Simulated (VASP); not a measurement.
# SbS (Fm-3m) in VASP: further runs

Runs on SbS. Level: PBE. Tasks: single point, relaxation of cell and atoms.

All numbers are computed with VASP 6.6.1; they aren't measurements. Logs are shortened: lines on timing, memory, paths and dates and some standing lists are left out, and cuts for length are marked.

## (1) The cell of the first run

It takes space group Fm-3m (No. 225, cubic). Conventional cell: a = 5.810 Å, b = 5.810 Å, c = 5.810 Å, α = 90.00°, β = 90.00°, γ = 90.00°. Within 3.8 Å of Sb (site symmetry m-3m) lie 6 S at 2.90 Å. S (site symmetry m-3m) has 6 Sb at 2.90 Å within 3.8 Å.

## (2) Single point, PBE

INCAR reads:

```
SYSTEM = SbS
PREC = Accurate
ENCUT = 520
EDIFF = 1E-7
ISMEAR = 0
SIGMA = 0.1
LREAL = .False.
LASPH = .True.
NELM = 100
ALGO = Normal
ISIF = 2
LWAVE = .False.
LCHARG = .False.
GGA = PE
NBANDS = 12
```

KPOINTS reads:

```
regular mesh
0
Gamma
  4 4 4
  0 0 0
```

POSCAR reads:

```
SbS
1.0
    0.0000000000      2.9048955836      2.9048955836
    2.9048955836      0.0000000000      2.9048955836
    2.9048955836      2.9048955836      0.0000000000
Sb S
1 1
Direct
    0.0000000000      0.0000000000      0.0000000000
    0.5000000000      0.5000000000      0.5000000000
```

Potentials or basis: VASP PAW PBE potentials, release 64 (Sb, S).

Launch:

```
> cat potpaw_PBE.64/Sb/POTCAR potpaw_PBE.64/S/POTCAR > POTCAR
> mpirun -np 1 vasp_std > vasp.out
```

OUTCAR:

```text
SYSTEM = SbS
   PREC = Accurate
   ENCUT = 520
   EDIFF = 1E-7
   ISMEAR = 0
   LREAL = .False.
   LASPH = .True.
   NELM = 100
   ISIF = 2
   GGA = PE

 ion  position               nearest neighbor table
   1  0.000  0.000  0.000-   2 2.90   2 2.90   2 2.90   2 2.90   2 2.90   2 2.90
   2  0.500  0.500  0.500-   1 2.90   1 2.90   1 2.90   1 2.90   1 2.90   1 2.90

  LATTYP: Found a face centered cubic cell.
 ALAT       =     5.8097911672

  Lattice vectors:

 A1 = (   0.0000000000,   2.9048955836,   2.9048955836)
 A2 = (   2.9048955836,   0.0000000000,   2.9048955836)
 A3 = (   2.9048955836,   2.9048955836,   0.0000000000)

Analysis of symmetry for initial positions (statically):
=====================================================================
 Subroutine PRICEL returns:
 Original cell was already a primitive cell.

 Routine SETGRP: Setting up the symmetry group for a
 face centered cubic supercell.

 Subroutine GETGRP returns: Found 48 space group operations
 (whereof 48 operations were pure point group operations)
 out of a pool of 48 trial point group operations.

The static configuration has the point symmetry O_h .

Analysis of symmetry for dynamics (positions and initial velocities):
=====================================================================
 Subroutine PRICEL returns:
 Original cell was already a primitive cell.

 Routine SETGRP: Setting up the symmetry group for a
 face centered cubic supercell.

 Subroutine GETGRP returns: Found 48 space group operations
 (whereof 48 operations were pure point group operations)
 out of a pool of 48 trial point group operations.

The dynamic configuration has the point symmetry O_h .

 Subroutine INISYM returns: Found 48 space group operations
 (whereof 48 operations are pure point group operations),
 and found     1 'primitive' translations

----------------------------------------------------------------------------------------

                                     Primitive cell

  volume of cell :      49.0254

  direct lattice vectors                    reciprocal lattice vectors
     0.000000000  2.904895584  2.904895584    -0.172123226  0.172123226  0.172123226
     2.904895584  0.000000000  2.904895584     0.172123226 -0.172123226  0.172123226
     2.904895584  2.904895584  0.000000000     0.172123226  0.172123226 -0.172123226

  length of vectors
     4.108142732  4.108142732  4.108142732     0.298126173  0.298126173  0.298126173

  position of ions in fractional coordinates (direct lattice)
     0.000000000  0.000000000  0.000000000
[... 71 lines left out ...]
   PSTRESS=    0.0 pullay stress
   NELECT =      11.0000    total number of electrons
   NUPDOWN=      -1.0000    fix difference up-down
   EMIN   =  10.00;   EMAX   =-10.00  energy-range for DOS
   EFERMI =   0.00;   METHOD = LEGACY
   ISMEAR =     0;   SIGMA  =   0.10  broadening in eV -4-tet -1-fermi 0-gaus
   EFERMI_NEDOS =   21; number of points for ismear=-14 and -15
   IALGO  =     38    algorithm
   IMIX   =      4    mixing-type and parameters
     AMIX     =   0.40;   BMIX     =  1.00
     AMIX_MAG =   1.60;   BMIX_MAG =  1.00
  volume/ion in A,a.u.               =      24.51       165.42
  Fermi-wavevector in a.u.,A,eV,Ry     =   0.994791  1.879882 13.464451  0.989609
  Thomas-Fermi vector in A             =   2.126767
   LORBIT       =      0    0 simple, 1 ext, 2 COOP (PROOUT), +10 PAW based schemes
   GGA     = PE    functional components
   LHFCALC =     F    Hartree Fock is set to
   AEXX    =    0.0000 exact exchange contribution
   IVDW    =     0    specifies the selected vdW correction
   LEPSILON=     F    determine dielectric tensor
   LRPA    =     F    only Hartree local field effects (RPA)
 non-spin polarized calculation
 Gauss-broadening in eV      SIGMA  =   0.10
  energy-cutoff  :      520.00
  volume of cell :       49.03
 maximum number of plane-waves:      1363
 NGX is ok and might be reduce to    32
   NGX = 15   NGY = 15   NGZ = 15

 number of electron      10.9999999 magnetization

 Free energy of the ion-electron system (eV)
  ---------------------------------------------------
  ext. energy  EPLUGINS =         0.00000000
  ---------------------------------------------------
  free energy    TOTEN  =        -8.11881885 eV

  energy without entropy =       -8.11027144  energy(sigma->0) =       -8.11454514

 E-fermi :   7.0084     XC(G=0):  -9.7666

 val. band max:        6.8908323978   @ k =  -0.2500   0.5000   0.2500
 cond. band min:       7.0702988076   @ k =  -0.2500   0.2500   0.0000
 fundamental gap:      0.1794664098
 Fermi energy:         7.0084302456

 k-point     1 :       0.0000    0.0000    0.0000
  band No.  band energies     occupation
      1      -7.8792      2.00000
      2      -0.1591      2.00000
      3       3.6284      2.00000
      4       3.6284      2.00000
      5       3.6284      2.00000
      6       9.6701      0.00000
      7       9.6701      0.00000
      8       9.6701      0.00000
      9      12.0633      0.00000
     10      12.0633      0.00000
     11      12.0633      0.00000
     12      13.9695      0.00000
[... 91 lines left out ...]
 k-point     8 :      -0.2500    0.5000    0.2500
  band No.  band energies     occupation
      1      -6.1878      2.00000
      2      -2.3719      2.00000
      3       1.0683      2.00000
      4       1.0683      2.00000
      5       4.8283      2.00000
      6       6.8908      1.90370
      7      10.3409      0.00000
      8      10.3409      0.00000
      9      13.1507      0.00000
     10      13.1507      0.00000
     11      17.0554      0.00000
     12      18.4525      0.00000

------------------------ aborting loop because EDIFF is reached ----------------------------------------

  FORCE on cell =-STRESS in cart. coord.  units (eV):
  Direction    XX          YY          ZZ          XY          YZ          ZX
  --------------------------------------------------------------------------------------
  -------------------------------------------------------------------------------------
  Total       -0.0780473     -0.0780473     -0.0780473     -0.0000000      0.0000000      0.0000000
  in kB       -2.5506273     -2.5506273     -2.5506273     -0.0000000      0.0000000      0.0000000
  external PRESSURE =      -2.5506273 kB  Pullay stress =       0.0000000 kB

 VOLUME and BASIS-vectors are now :
 -----------------------------------------------------------------------------
  energy-cutoff  :      520.00
  volume of cell :       49.03
      direct lattice vectors                 reciprocal lattice vectors
     0.000000000  2.904895584  2.904895584    -0.172123226  0.172123226  0.172123226
     2.904895584  0.000000000  2.904895584     0.172123226 -0.172123226  0.172123226
     2.904895584  2.904895584  0.000000000     0.172123226  0.172123226 -0.172123226

 POSITION                                       TOTAL-FORCE (eV/Angst)
 -----------------------------------------------------------------------------------
      0.00000      0.00000      0.00000        -0.000000     -0.000000     -0.000000
      2.90490      2.90490      2.90490         0.000000      0.000000      0.000000
 -----------------------------------------------------------------------------------
    total drift:                                0.000000     -0.000000      0.000000

  FREE ENERGIE OF THE ION-ELECTRON SYSTEM (eV)
  ---------------------------------------------------
  free  energy   TOTEN  =        -8.1188188500 eV

  energy  without entropy=       -8.1102714354  energy(sigma->0) =       -8.11454514
```

Run time: 5.8 s. Hardware: 1 thread of Intel Xeon Platinum 8375C at 2.90GHz (Ice Lake), shared host; peak memory 0.17 GiB.

What came out:

| Property | Result |
| --- | --- |
| Free energy | -8.1188 eV |
| Pressure | -0.3 GPa |

Caveat: the k points lie up to 0.47 Å⁻¹ apart; spin-orbit coupling is left out, which moves the levels of the heavy elements.

## (3) Single point, PBE

This run uses another cell than the first one, of 39.39 Å³/atom, 1.607 times its volume.

INCAR reads:

```
SYSTEM = SbS
  ALGO = Normal
  EDIFF = 1E-6
  ENCUT = 520
  GGA = PE
  ISIF = 2
  ISMEAR = 0
  LASPH = .True.
  LCHARG = .False.
  LREAL = .False.
  LWAVE = .False.
  NBANDS = 12
  NELM = 100
  PREC = Accurate
  SIGMA = 0.1
```

KPOINTS reads:

```
k-points
0
Gamma
  4 4 4
  0 0 0
```

POSCAR reads:

```
SbS
1.0
    0.0000000000      3.4025131287      3.4025131287
    3.4025131287      0.0000000000      3.4025131287
    3.4025131287      3.4025131287      0.0000000000
Sb S
1 1
Direct
    0.0000000000      0.0000000000      0.0000000000
    0.5000000000      0.5000000000      0.5000000000
```

Potentials or basis: VASP PAW PBE potentials, release 64 (Sb, S).

Launch:

```
> cat potpaw_PBE.64/Sb/POTCAR potpaw_PBE.64/S/POTCAR > POTCAR
> mpirun -np 1 vasp_std > vasp.out
```

Wall time 8.7 s (1 thread of Intel Xeon Platinum 8375C at 2.90GHz (Ice Lake), shared host); peak memory 0.2 GiB.

The run converged. Its results:

```yaml
Free_energy: -6.5404 eV
Pressure: -10.7 GPa
```

Levels at points of the mesh, in eV from the Fermi level:
```
           k point  band 3  band 4  band 5  band 6  band 7  band 8
(0.00, 0.00, 0.00)   -1.95   -1.95   -1.95    1.30    1.30    1.30
(0.50, 0.00, 0.00)   -1.65   -1.65   -1.36   -0.92   -0.09   -0.09
(0.50, 0.50, 0.00)   -3.71   -2.72   -2.72    1.72    1.72    2.03
```

Caveat: the k points lie up to 0.40 Å⁻¹ apart; spin-orbit coupling is left out, which moves the levels of the heavy elements.

## (4) Single point, PBE

This run uses another cell than the first one, of 24.23 Å³/atom, 0.989 times its volume.

INCAR reads:

```
ALGO = Normal
EDIFF = 1E-7
ENCUT = 520
GGA = PE
ISIF = 2
ISMEAR = 0
LASPH = True
LCHARG = False
LREAL = False
LWAVE = False
NBANDS = 12
NELM = 60
PREC = Accurate
SIGMA = 0.1
```

KPOINTS reads:

```
k-points
0
Gamma
  6 6 6
```

POSCAR reads:

```
SbS
1.0
    0.0000000000      2.8938235361      2.8938235361
    2.8938235361      0.0000000000      2.8938235361
    2.8938235361      2.8938235361      0.0000000000
Sb S
1 1
Direct
    0.0000000000      0.0000000000      0.0000000000
    0.5000000000      0.5000000000      0.5000000000
```

Potentials or basis: VASP PAW PBE potentials, release 64 (Sb, S).

Launch:

```
> cat potpaw_PBE.64/Sb/POTCAR potpaw_PBE.64/S/POTCAR > POTCAR
> mpirun -np 1 vasp_std > vasp.out
```

OUTCAR:

```text
EDIFF = 1E-7
   ENCUT = 520
   GGA = PE
   ISIF = 2
   ISMEAR = 0
   LASPH = True
   LREAL = False
   NELM = 60
   PREC = Accurate

 ion  position               nearest neighbor table
   1  0.000  0.000  0.000-   2 2.89   2 2.89   2 2.89   2 2.89   2 2.89   2 2.89
   2  0.500  0.500  0.500-   1 2.89   1 2.89   1 2.89   1 2.89   1 2.89   1 2.89

  LATTYP: Found a face centered cubic cell.
 ALAT       =     5.7876470722

  Lattice vectors:

 A1 = (   0.0000000000,   2.8938235361,   2.8938235361)
[... 415 lines left out ...]
------------------------ aborting loop because EDIFF is reached ----------------------------------------

  FORCE on cell =-STRESS in cart. coord.  units (eV):
  Direction    XX          YY          ZZ          XY          YZ          ZX
  --------------------------------------------------------------------------------------
  -------------------------------------------------------------------------------------
  Total        0.0309486      0.0309486      0.0309486      0.0000000      0.0000000     -0.0000000
  in kB        1.0230704      1.0230704      1.0230704      0.0000000      0.0000000     -0.0000000
  external PRESSURE =       1.0230704 kB  Pullay stress =       0.0000000 kB

 VOLUME and BASIS-vectors are now :
 -----------------------------------------------------------------------------
  energy-cutoff  :      520.00
  volume of cell :       48.47
      direct lattice vectors                 reciprocal lattice vectors
     0.000000000  2.893823536  2.893823536    -0.172781786  0.172781786  0.172781786
     2.893823536  0.000000000  2.893823536     0.172781786 -0.172781786  0.172781786
     2.893823536  2.893823536  0.000000000     0.172781786  0.172781786 -0.172781786

 POSITION                                       TOTAL-FORCE (eV/Angst)
 -----------------------------------------------------------------------------------
      0.00000      0.00000      0.00000         0.000000     -0.000000      0.000000
      2.89382      2.89382      2.89382        -0.000000      0.000000     -0.000000
 -----------------------------------------------------------------------------------
    total drift:                               -0.000000     -0.000000      0.000000

  FREE ENERGIE OF THE ION-ELECTRON SYSTEM (eV)
  ---------------------------------------------------
  free  energy   TOTEN  =        -8.0467845408 eV

  energy  without entropy=       -8.0415971557  energy(sigma->0) =       -8.04419085
```

Run time: 12 s. Hardware: 1 thread of Intel Xeon Platinum 8375C at 2.90GHz (Ice Lake), shared host; peak memory 0.16 GiB.

What came out:

```
Free energy : -8.0468 eV
Pressure    : 0.1 GPa
```

Caveat: spin-orbit coupling is left out, which moves the levels of the heavy elements.

## (5) Relaxation of cell and atoms, PBE

This run uses another cell than the first one, of 39.39 Å³/atom, 1.607 times its volume.

INCAR reads:

```
PREC = Accurate
ENCUT = 600
EDIFF = 1E-6
ISMEAR = 0
SIGMA = 0.1
LREAL = F
LASPH = T
NELM = 60
ALGO = Normal
ISIF = 3
LWAVE = F
LCHARG = F
GGA = PE
IBRION = 2
NSW = 90
EDIFFG = -0.04
```

KPOINTS reads:

```
regular mesh
0
Gamma
  4 4 4
```

POSCAR reads:

```
SbS
1.0
    0.0000000000      3.4025131287      3.4025131287
    3.4025131287      0.0000000000      3.4025131287
    3.4025131287      3.4025131287      0.0000000000
Sb S
1 1
Direct
    0.0000000000      0.0000000000      0.0000000000
    0.5000000000      0.5000000000      0.5000000000
```

Launch:

```
> cat potpaw_PBE.64/Sb/POTCAR potpaw_PBE.64/S/POTCAR > POTCAR
> mpirun -np 1 vasp_std > vasp.out
```

Wall time 41 s (1 thread of Intel Xeon Platinum 8375C at 2.90GHz (Ice Lake), shared host); peak memory 0.24 GiB.

Results (log left out):

| Item | Value |
| --- | --- |
| Free energy | -8.1196 eV |
| Relaxed volume | 24.49 Å³/atom |
| Relaxed cell | a = 4.107 Å, b = 4.107 Å, c = 4.107 Å, α = 60.00°, β = 60.00°, γ = 60.00° |
| Space group after relaxing (to 0.05 Å) | Fm-3m (No. 225) |
| Energy gained by relaxing | 789.6 meV/atom |
| Ionic steps | 5 |
| Pressure after relaxing | -0.2 GPa |

The path:
```tsv
step	energy change (eV)	largest force (eV/Å)	pressure (GPa)	volume (Å³)
1	0.0000	0.0000	-10.64	78.78
2	-1.5272	0.0000	-4.21	52.56
3	-1.5791	0.0000	-0.33	49.09
4	-1.5791	0.0000	0.35	48.59
5	-1.5793	0.0000	-0.18	48.98
```

Final structure:
```cif
data_structure
_symmetry_space_group_name_H-M 'P 1'
_symmetry_Int_Tables_number 1
_cell_length_a 4.1069
_cell_length_b 4.1069
_cell_length_c 4.1069
_cell_angle_alpha 60.000
_cell_angle_beta 60.000
_cell_angle_gamma 60.000
_cell_volume 48.98
loop_
_atom_site_label
_atom_site_type_symbol
_atom_site_fract_x
_atom_site_fract_y
_atom_site_fract_z
_atom_site_occupancy
Sb1 Sb 0.00000 0.00000 0.00000 1
S1 S 0.50000 0.50000 0.50000 1
```

Levels at points of the mesh, in eV from the Fermi level:
```
           k point  band 2  band 3  band 4  band 5  band 6  band 7  band 8  band 9
(0.00, 0.00, 0.00)   -7.16   -3.38   -3.38   -3.38    2.67    2.67    2.67    5.05
(0.50, 0.00, 0.00)  -10.30   -3.05   -3.05   -1.35   -1.09   -0.40   -0.40    7.38
(0.50, 0.50, 0.00)   -8.59   -6.73   -4.86   -4.86    2.26    3.59    3.59    4.15
```

Caveat: the k points lie up to 0.47 Å⁻¹ apart in the final cell; the volume moved by over 15 % at a fixed basis, so the end points are rough; spin-orbit coupling is left out, which moves the levels of the heavy elements.

## (6) Overview

```tsv
task	cell	k mesh	cutoff (eV)	gap on the mesh (eV)	pressure (GPa)
single point	a = 4.108 Å, angles 60.0°, 2 atoms	4 × 4 × 4	520	none	-0.3
single point	a = 4.812 Å, angles 60.0°, 2 atoms	4 × 4 × 4	520	none	-10.7
single point	a = 4.092 Å, angles 60.0°, 2 atoms	6 × 6 × 6	520	none	0.1
relaxation of cell and atoms	relaxed from a = 4.812 Å, angles 60.0°, 2 atoms	4 × 4 × 4	600	none	-0.2
```

Alike in all rows: level PBE; potentials or basis VASP PAW PBE potentials, release 64 (Sb, S); no spin polarisation; smearing gaussian 0.1 eV.

Caveats: some runs use coarse meshes; spin-orbit coupling is left out, which moves the levels of the heavy elements; the volume moved by over 15 % at a fixed basis, so the end points are rough (some runs).

Total energies depend on the potentials used, so only differences within one code and one set of settings carry meaning.
